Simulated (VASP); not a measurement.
# ZnSe (Fm-3m) in VASP: further runs

The runs below take ZnSe through single point, with PBE.

All numbers are computed with VASP 6.6.1; they aren't measurements. Logs are shortened: lines on timing, memory, paths and dates and some standing lists are left out, and cuts for length are marked.

### Step 1. The cell of the first run

The structure is cubic, space group Fm-3m (No. 225). The conventional cell has a = 5.221 Å, b = 5.221 Å, c = 5.221 Å, α = 90.00°, β = 90.00°, γ = 90.00°. Se (site symmetry m-3m) has 6 Zn at 2.61 Å within 3.4 Å. Zn (site symmetry m-3m) has 6 Se at 2.61 Å within 3.4 Å.

### Step 2. Single point, PBE (volume scaled by 0.920)

Input file INCAR:

```
  PREC = Accurate
  ENCUT = 520
  EDIFF = 1E-6
  ISMEAR = 0
  SIGMA = 0.05
  LREAL = False
  LASPH = True
  NELM = 100
  ALGO = Normal
  ISIF = 2
  LWAVE = False
  LCHARG = True
  GGA = PE
  LELF = True
  LVHAR = True
  NBANDS = 16
```

Input file KPOINTS:

```
regular mesh
0
Gamma
  12 12 12
```

Input file POSCAR:

```
ZnSe
1.0
    0.0000000000      2.6104328749      2.6104328749
    2.6104328749      0.0000000000      2.6104328749
    2.6104328749      2.6104328749      0.0000000000
Se Zn
1 1
Direct
    0.0000000000      0.0000000000      0.0000000000
    0.5000000000      0.5000000000      0.5000000000
```

Potentials or basis: VASP PAW PBE potentials, release 64 (Se, Zn).

The run is started by

```bash
cat potpaw_PBE.64/Se/POTCAR potpaw_PBE.64/Zn/POTCAR > POTCAR
mpirun -np 1 vasp_std > vasp.out
```

OUTCAR:

```text
PREC = Accurate
   ENCUT = 520
   EDIFF = 1E-6
   ISMEAR = 0
   LREAL = False
   LASPH = True
   NELM = 100
   ISIF = 2
   GGA = PE

 ion  position               nearest neighbor table
   1  0.000  0.000  0.000-   2 2.61   2 2.61   2 2.61   2 2.61   2 2.61   2 2.61
   2  0.500  0.500  0.500-   1 2.61   1 2.61   1 2.61   1 2.61   1 2.61   1 2.61

  LATTYP: Found a face centered cubic cell.
 ALAT       =     5.2208657498

  Lattice vectors:

 A1 = (   0.0000000000,   2.6104328749,   2.6104328749)
 A2 = (   2.6104328749,   0.0000000000,   2.6104328749)
 A3 = (   2.6104328749,   2.6104328749,   0.0000000000)

Analysis of symmetry for initial positions (statically):
=====================================================================
 Subroutine PRICEL returns:
 Original cell was already a primitive cell.

 Routine SETGRP: Setting up the symmetry group for a
 face centered cubic supercell.

 Subroutine GETGRP returns: Found 48 space group operations
 (whereof 48 operations were pure point group operations)
 out of a pool of 48 trial point group operations.

The static configuration has the point symmetry O_h .

Analysis of symmetry for dynamics (positions and initial velocities):
=====================================================================
 Subroutine PRICEL returns:
 Original cell was already a primitive cell.

 Routine SETGRP: Setting up the symmetry group for a
 face centered cubic supercell.

 Subroutine GETGRP returns: Found 48 space group operations
 (whereof 48 operations were pure point group operations)
 out of a pool of 48 trial point group operations.

The dynamic configuration has the point symmetry O_h .

 Subroutine INISYM returns: Found 48 space group operations
 (whereof 48 operations are pure point group operations),
 and found     1 'primitive' translations

----------------------------------------------------------------------------------------

                                     Primitive cell

  volume of cell :      35.5769

  direct lattice vectors                    reciprocal lattice vectors
     0.000000000  2.610432875  2.610432875    -0.191539114  0.191539114  0.191539114
     2.610432875  0.000000000  2.610432875     0.191539114 -0.191539114  0.191539114
     2.610432875  2.610432875  0.000000000     0.191539114  0.191539114 -0.191539114

  length of vectors
     3.691709575  3.691709575  3.691709575     0.331755477  0.331755477  0.331755477

  position of ions in fractional coordinates (direct lattice)
     0.000000000  0.000000000  0.000000000
     0.500000000  0.500000000  0.500000000

  ion indices of the primitive-cell ions
   primitive index   ion index
                 1           1
                 2           2

----------------------------------------------------------------------------------------

 KPOINTS: regular mesh

Automatic generation of k-mesh.
 Grid dimensions read from file:
 generate k-points for:   12   12   12

 Generating k-lattice:

  Cartesian coordinates                     Fractional coordinates (reciprocal lattice)
    -0.015961593  0.015961593  0.015961593     0.083333333  0.000000000  0.000000000
     0.015961593 -0.015961593  0.015961593     0.000000000  0.083333333  0.000000000
     0.015961593  0.015961593 -0.015961593     0.000000000  0.000000000  0.083333333

  Length of vectors
     0.027646290  0.027646290  0.027646290

  Shift w.r.t. Gamma in fractional coordinates (k-lattice)
     0.000000000  0.000000000  0.000000000

 Subroutine IBZKPT returns following result:
 ===========================================

 Found     72 irreducible k-points:

 Following reciprocal coordinates:
            Coordinates               Weight
  0.000000  0.000000  0.000000      1.000000
  0.083333  0.000000  0.000000      8.000000
  0.166667  0.000000  0.000000      8.000000
  0.250000  0.000000  0.000000      8.000000
  0.333333  0.000000  0.000000      8.000000
  0.416667  0.000000  0.000000      8.000000
[... 16 lines left out ...]
  0.500000  0.166667  0.000000     24.000000
 -0.416667  0.166667  0.000000     24.000000
 [... further k-points ...]
   k-points           NKPTS =     72   k-points in BZ     NKDIM =     72   number of bands    NBANDS=     16
   number of dos      NEDOS =    301   number of ions     NIONS =      2
   total plane-waves  NPLWV =  21952
   dimension x,y,z NGX =    28 NGY =   28 NGZ =   28
   dimension x,y,z NGXF=    56 NGYF=   56 NGZF=   56
   ions per type =               1   1
   NGX,Y,Z   is equivalent  to a cutoff of  12.61, 12.61, 12.61 a.u.
   NGXF,Y,Z  is equivalent  to a cutoff of  25.22, 25.22, 25.22 a.u.
 SYSTEM =  unknown system
   PREC   = accura    normal or accurate (medium, high low for compatibility)
   ISTART =      0    job   : 0-new  1-cont  2-samecut
   ICHARG =      2    charge: 1-file 2-atom 10-const
   ISPIN  =      1    spin polarized calculation?
   LNONCOLLINEAR =      F non collinear calculations
   LSORBIT =      F    spin-orbit coupling
   LASPH  =      T    aspherical Exc in radial PAW
   ENCUT  =  520.0 eV  38.22 Ry    6.18 a.u.   6.86  6.86  6.86*2*pi/ulx,y,z
   NELM   =    100;   NELMIN=  2; NELMDL= -5     # of ELM steps
   EDIFF  = 0.1E-05   stopping-criterion for ELM
   LREAL  =      F    real-space projection
   EDIFFG = 0.1E-04   stopping-criterion for IOM
   NSW    =      0    number of steps for IOM
   IBRION =     -1    ionic relax: 0-MD 1-quasi-New 2-CG
   NFREE  =      0    steps in history (QN), initial steepest desc. (CG)
   ISIF   =      2    stress and relaxation
   ISYM   =      2    0-nonsym 1-usesym 2-fastsym
   POTIM  = 0.5000    time-step for ionic-motion
   TEBEG  =    0.0;   TEEND  =   0.0 temperature during run
   PSTRESS=    0.0 pullay stress
   NELECT =      18.0000    total number of electrons
   NUPDOWN=      -1.0000    fix difference up-down
   EMIN   =  10.00;   EMAX   =-10.00  energy-range for DOS
   EFERMI =   0.00;   METHOD = LEGACY
   ISMEAR =     0;   SIGMA  =   0.05  broadening in eV -4-tet -1-fermi 0-gaus
   EFERMI_NEDOS =   21; number of points for ismear=-14 and -15
   IALGO  =     38    algorithm
   IMIX   =      4    mixing-type and parameters
     AMIX     =   0.40;   BMIX     =  1.00
     AMIX_MAG =   1.60;   BMIX_MAG =  1.00
  volume/ion in A,a.u.               =      17.79       120.04
  Fermi-wavevector in a.u.,A,eV,Ry     =   1.304497  2.465142 23.153209  1.701713
  Thomas-Fermi vector in A             =   2.435429
   LORBIT       =      0    0 simple, 1 ext, 2 COOP (PROOUT), +10 PAW based schemes
   GGA     = PE    functional components
   LHFCALC =     F    Hartree Fock is set to
   AEXX    =    0.0000 exact exchange contribution
   IVDW    =     0    specifies the selected vdW correction
   LEPSILON=     F    determine dielectric tensor
   LRPA    =     F    only Hartree local field effects (RPA)
 non-spin polarized calculation
 Gauss-broadening in eV      SIGMA  =   0.05
  energy-cutoff  :      520.00
  volume of cell :       35.58
 maximum number of plane-waves:       982
   NGX = 13   NGY = 13   NGZ = 13

 number of electron      17.9999986 magnetization

 Free energy of the ion-electron system (eV)
  ---------------------------------------------------
  ext. energy  EPLUGINS =         0.00000000
  ---------------------------------------------------
  free energy    TOTEN  =        -5.34923496 eV

  energy without entropy =       -5.34795066  energy(sigma->0) =       -5.34859281

 E-fermi :   3.9260     XC(G=0): -10.8130

 val. band max:        3.9104222095   @ k =  -0.2500   0.0833   0.0000
 cond. band min:       3.9275387761   @ k =  -0.2500   0.1667   0.0000
 fundamental gap:      0.0171165666
 Fermi energy:         3.9260366415

 k-point     1 :       0.0000    0.0000    0.0000
  band No.  band energies     occupation
      1     -10.4890      2.00000
      2      -2.8565      2.00000
      3      -2.8565      2.00000
      4      -2.8370      2.00000
      5      -2.8370      2.00000
      6      -2.8370      2.00000
[... 8 lines left out ...]
     15      14.1530      0.00000
     16      14.1530      0.00000

 k-point     2 :       0.0833    0.0000    0.0000
  band No.  band energies     occupation
      1     -10.4093      2.00000
      2      -2.8757      2.00000
      3      -2.8757      2.00000
      4      -2.8459      2.00000
      5      -2.8295      2.00000
      6      -2.8295      2.00000
[... 8 lines left out ...]
     15      13.4682      0.00000
     16      14.0665      0.00000

 k-point     3 :       0.1667    0.0000    0.0000
  band No.  band energies     occupation
      1     -10.1779      2.00000
      2      -2.9313      2.00000
      3      -2.9313      2.00000
      4      -2.8788      2.00000
      5      -2.8049      2.00000
      6      -2.8049      2.00000
[... 8 lines left out ...]
     15      13.6333      0.00000
     16      13.7794      0.00000

 k-point     4 :       0.2500    0.0000    0.0000
  band No.  band energies     occupation
      1      -9.8212      2.00000
      2      -3.0065      2.00000
      3      -3.0065      2.00000
      4      -2.9611      2.00000
      5      -2.7702      2.00000
      6      -2.7702      2.00000
[... 8 lines left out ...]
     15      14.5264      0.00000
     16      14.5264      0.00000
[... 324 lines left out ...]
 k-point    22 :       0.4167    0.1667    0.0000
  band No.  band energies     occupation
      1      -9.1015      2.00000
      2      -3.2485      2.00000
      3      -3.0084      2.00000
      4      -3.0075      2.00000
      5      -2.7336      2.00000
      6      -2.7008      2.00000
[... 8 lines left out ...]
     15      17.8744      0.00000
     16      18.3582      0.00000

 k-point    23 :       0.5000    0.1667    0.0000
  band No.  band energies     occupation
      1      -8.8222      2.00000
      2      -3.3534      2.00000
      3      -3.0725      2.00000
      4      -3.0663      2.00000
      5      -2.7049      2.00000
      6      -2.6913      2.00000
[... 8 lines left out ...]
     15      18.4537      0.00000
     16      18.6075      0.00000

 k-point    24 :      -0.4167    0.1667    0.0000
  band No.  band energies     occupation
      1      -8.7733      2.00000
      2      -3.4162      2.00000
      3      -3.1121      2.00000
      4      -3.0432      2.00000
      5      -2.7012      2.00000
      6      -2.6872      2.00000
[... 8 lines left out ...]
     15      17.0032      0.00000
     16      17.4521      0.00000

 [... further k-points ...]
[... 5 lines left out ...]
  --------------------------------------------------------------------------------------
  -------------------------------------------------------------------------------------
  Total        1.6434315      1.6434315      1.6434315     -0.0000000      0.0000000      0.0000000
  in kB       74.0107152     74.0107152     74.0107152     -0.0000000      0.0000000      0.0000000
  external PRESSURE =      74.0107152 kB  Pullay stress =       0.0000000 kB

 VOLUME and BASIS-vectors are now :
 -----------------------------------------------------------------------------
  energy-cutoff  :      520.00
  volume of cell :       35.58
      direct lattice vectors                 reciprocal lattice vectors
     0.000000000  2.610432875  2.610432875    -0.191539114  0.191539114  0.191539114
     2.610432875  0.000000000  2.610432875     0.191539114 -0.191539114  0.191539114
     2.610432875  2.610432875  0.000000000     0.191539114  0.191539114 -0.191539114

 POSITION                                       TOTAL-FORCE (eV/Angst)
 -----------------------------------------------------------------------------------
      0.00000      0.00000      0.00000         0.000000     -0.000000      0.000000
      2.61043      2.61043      2.61043         0.000000      0.000000     -0.000000
 -----------------------------------------------------------------------------------
    total drift:                                0.000000      0.000000      0.000000

  FREE ENERGIE OF THE ION-ELECTRON SYSTEM (eV)
  ---------------------------------------------------
  free  energy   TOTEN  =        -5.3492349637 eV

  energy  without entropy=       -5.3479506557  energy(sigma->0) =       -5.34859281
```

Run time: 67 s. Hardware: 1 thread of Intel Xeon 8259CL, shared host; peak memory 0.18 GiB.

Results:

```yaml
Free_energy: -5.3492 eV
Pressure: 7.4 GPa
Band_gap_on_the_k_mesh: zero (band 9 reaches 3.98 eV, above the bottom of band 10 at 2.88 eV)
```

Levels at points of the mesh, in eV from the Fermi level:
```csv
k point,band 7,band 8,band 9,band 10,band 11,band 12
"(0.00, 0.00, 0.00)",-0.54,-0.54,-0.54,1.23,8.60,8.60
"(0.50, 0.00, 0.00)",-5.90,-0.10,-0.10,3.31,4.93,4.93
"(0.50, 0.50, 0.00)",-5.58,-2.73,-2.73,-1.05,4.79,11.89
```

Caveat: the cell differs from its parent crystal (volume scaled by 0.920).

### Step 3. Single point, PBE (volume scaled by 0.960)

Input file INCAR:

```
ALGO = Normal
EDIFF = 1E-6
ENCUT = 520
GGA = PE
ISIF = 2
ISMEAR = 0
LASPH = True
LCHARG = True
LELF = True
LREAL = False
LVHAR = True
LWAVE = False
NBANDS = 16
NELM = 60
PREC = Accurate
SIGMA = 0.05
```

Input file KPOINTS:

```
k-points
0
Gamma
  12 12 12
```

Input file POSCAR:

```
ZnSe
1.0
    0.0000000000      2.6477298122      2.6477298122
    2.6477298122      0.0000000000      2.6477298122
    2.6477298122      2.6477298122      0.0000000000
Se Zn
1 1
Direct
    0.0000000000      0.0000000000      0.0000000000
    0.5000000000      0.5000000000      0.5000000000
```

Potentials or basis: VASP PAW PBE potentials, release 64 (Se, Zn).

The run is started by

```bash
cat potpaw_PBE.64/Se/POTCAR potpaw_PBE.64/Zn/POTCAR > POTCAR
mpirun -np 1 vasp_std > vasp.out
```

It took 64 s on 1 thread of Intel Xeon 8259CL, shared host; peak memory 0.19 GiB.

It converged, with:

```yaml
Free_energy: -5.4008 eV
Pressure: 3.4 GPa
Band_gap_on_the_k_mesh: zero (band 9 reaches 3.54 eV, above the bottom of band 10 at 2.46 eV)
```

Levels at points of the mesh, in eV from the Fermi level:
```
           k point  band 6  band 7  band 8  band 9  band 10  band 11  band 12  band 13
(0.00, 0.00, 0.00)   -6.65   -0.49   -0.49   -0.49     0.95     8.60     8.60     8.60
(0.50, 0.00, 0.00)   -6.52   -5.75   -0.10   -0.10     3.31     4.97     4.97     6.49
(0.50, 0.50, 0.00)   -6.15   -5.26   -2.55   -2.55    -1.02     4.90    11.53    11.53
```

Caveat: the cell differs from its parent crystal (volume scaled by 0.960).

### Step 4. Single point, PBE

This run uses another cell than the first one, of 19.34 Å³/atom, 1.087 times its volume.

Input file INCAR:

```
ALGO = Normal ; EDIFF = 1E-7
ENCUT = 520 ; GGA = PE
ISIF = 2 ; ISMEAR = 0
LASPH = T ; LCHARG = F
LREAL = F ; LWAVE = F
NBANDS = 16 ; NELM = 60
PREC = Accurate ; SIGMA = 0.05
```

KPOINTS is that of step 3.

Input file POSCAR:

```
ZnSe
1.0
    0.0000000000      2.6840045912      2.6840045912
    2.6840045912      0.0000000000      2.6840045912
    2.6840045912      2.6840045912      0.0000000000
Se Zn
1 1
Direct
    0.0000000000      0.0000000000      0.0000000000
    0.5000000000      0.5000000000      0.5000000000
```

The run is started by

```bash
cat potpaw_PBE.64/Se/POTCAR potpaw_PBE.64/Zn/POTCAR > POTCAR
mpirun -np 1 vasp_std > vasp.out
```

Wall time 63 s (1 thread of Intel Xeon 8259CL, shared host); peak memory 0.19 GiB.

It converged, with:

- Free energy: -5.4177 eV
- Pressure: 0.2 GPa
- Band gap on the k mesh: zero (band 9 reaches 3.14 eV, above the bottom of band 10 at 2.08 eV)

Levels at points of the mesh, in eV from the Fermi level:
| k point | band 7 | band 8 | band 9 | band 10 | band 11 | band 12 |
| --- | --- | --- | --- | --- | --- | --- |
| (0.00, 0.00, 0.00) | -0.44 | -0.44 | -0.44 | 0.71 | 8.60 | 8.60 |
| (0.50, 0.00, 0.00) | -5.60 | -0.10 | -0.10 | 3.31 | 5.00 | 5.00 |
| (0.50, 0.50, 0.00) | -4.96 | -2.39 | -2.39 | -1.00 | 5.01 | 11.20 |

### Step 5. Single point, PBE

This run uses another cell than the first one, of 19.72 Å³/atom, 1.109 times its volume.

Input file INCAR:

```
SYSTEM = ZnSe
PREC = Accurate
ENCUT = 520
EDIFF = 1E-7
ISMEAR = 0
SIGMA = 0.05
LREAL = .False.
LASPH = .True.
NELM = 60
ALGO = Normal
ISIF = 2
LWAVE = .False.
LCHARG = .True.
GGA = PE
LELF = .True.
LVHAR = .True.
NBANDS = 16
```

Input file KPOINTS:

```
Automatic mesh
0
Gamma
  12 12 12
  0 0 0
```

Input file POSCAR:

```
ZnSe
1.0
    0.0000000000      2.7018156019      2.7018156019
    2.7018156019      0.0000000000      2.7018156019
    2.7018156019      2.7018156019      0.0000000000
Se Zn
1 1
Direct
    0.0000000000      0.0000000000      0.0000000000
    0.5000000000      0.5000000000      0.5000000000
```

The run is started by

```bash
cat potpaw_PBE.64/Se/POTCAR potpaw_PBE.64/Zn/POTCAR > POTCAR
mpirun -np 1 vasp_std > vasp.out
```

Wall time 66 s (1 thread of Intel Xeon 8259CL, shared host); peak memory 0.19 GiB.

Results (log left out):

```
Free energy            : -5.4153 eV
Pressure               : -1.2 GPa
Band gap on the k mesh : zero (band 9 reaches 2.95 eV, above the bottom of band 10 at 1.90 eV)
```

Levels at points of the mesh, in eV from the Fermi level:
```csv
k point,band 5,band 6,band 7,band 8,band 9,band 10,band 11,band 12,band 13,band 14
"(0.00, 0.00, 0.00)",-6.51,-6.51,-0.42,-0.42,-0.42,0.60,8.60,8.60,8.60,9.73
"(0.50, 0.00, 0.00)",-6.40,-6.40,-5.52,-0.10,-0.10,3.31,5.01,5.01,6.06,12.28
"(0.50, 0.50, 0.00)",-6.37,-6.09,-4.82,-2.32,-2.32,-1.00,5.06,11.04,11.04,11.37
```

### Step 6. The runs side by side

```csv
cell,gap on the mesh (eV),pressure (GPa)
"a = 3.692 Å, angles 60.0°, 2 atoms",none,7.4
"a = 3.744 Å, angles 60.0°, 2 atoms",none,3.4
"a = 3.796 Å, angles 60.0°, 2 atoms",none,0.2
"a = 3.821 Å, angles 60.0°, 2 atoms",none,-1.2
```

Alike in all rows: task single point; level PBE; potentials or basis VASP PAW PBE potentials, release 64 (Se, Zn); no spin polarisation; k mesh 12 × 12 × 12; cutoff (eV) 520; smearing gaussian 0.05 eV.

Absolute energies hang on the potentials; compare differences alone.
